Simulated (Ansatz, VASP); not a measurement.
## One calculation of Mg, two programs

The input INCAR:

```
PREC     = Accurate       # precision mode
ENCUT    = 520            # plane-wave cutoff, eV
EDIFF    = 1E-6           # SCF threshold, eV
ISMEAR   = -1             # smearing method
SIGMA    = 0.08           # smearing width, eV
LREAL    = False          # projectors in reciprocal space
LASPH    = True           # aspherical terms in the spheres
NELM     = 150            # most SCF steps
ALGO     = Normal         # electronic algorithm
ISIF     = 2              # what is computed and relaxed
LWAVE    = False          # write WAVECAR
LCHARG   = False          # write CHGCAR
ISPIN    = 2              # spin polarisation
MAGMOM   = 2 1            # initial moments
LORBIT   = 11             # projections on sites
GGA      = PS             # functional
NBANDS   = 13             # bands
```

KPOINTS

```
regular mesh
0
Gamma
  9 9 9
```

The input POSCAR:

```
Mg
1.0
    0.0000000000      3.4275338026      3.4275338026
    3.4275338026      0.0000000000      3.4275338026
    3.4275338026      3.4275338026      0.0000000000
Mg
2
Direct
    0.0000000000      0.0000000000      0.0000000000
    0.2500000000      0.2500000000      0.2500000000
```

Input for Ansatz:

```yaml
crystal:
  lattice:
    - [0.0, 3.4275338026, 3.4275338026]
    - [3.4275338026, 0.0, 3.4275338026]
    - [3.4275338026, 3.4275338026, 0.0]
  atoms:
    - { symbol: Mg, position: [0.0, 0.0, 0.0], spin: 2.0 }
    - { symbol: Mg, position: [0.25, 0.25, 0.25], spin: 1.0 }
kpoints:
  mp_grid: { grid: [9, 9, 9] }
  band_path:
    path:
      - [0.0, 0.0, 0.0]
      - [0.5, 0.0, 0.5]
      - [0.625, 0.25, 0.625]
      - [0.375, 0.375, 0.75]
      - [0.0, 0.0, 0.0]
      - [0.5, 0.5, 0.5]
      - [0.5, 0.25, 0.75]
      - [0.5, 0.0, 0.5]
    npoints: 5
scf:
  occupations: { method: fermi_dirac, width: 0.08 }
hamiltonian:
  xc: pbesol
  pseudopotentials: { kind: all_electron, lapw: { basis_error: 0.0005 } }
output:
  forces: true
  stress: true
  eigenvalues: true
accuracy: medium
magnetization:
  spin_polarized: true
```

Alike in both runs: task single point; functional PBEsol; k mesh 9 × 9 × 9; occupations fermi-dirac, width 0.08 eV; collinear spin.

|  | VASP | Ansatz |
| --- | --- | --- |
| version | VASP 6.6.1 | Ansatz 0.2.0 |
| potentials or method | VASP PAW PBE potentials, release 64 (Mg), cutoff 520 eV | all-electron LAPW, scalar-relativistic |

```tsv
	VASP	Ansatz	Ansatz less VASP
gap on the k mesh at the Fermi level (eV)	none	none	-
pressure (GPa)	-0.4	-0.4	0.00
net moment per atom (μB)	0.00	0.00	0.000
```

VASP's potentials were made for PBE, not for PBEsol. A gap of «none» marks a metal or a gap that the smearing closes. Ansatz ran all-electron here, and VASP with PAW potentials. Ansatz's warnings: seeded moment not kept.
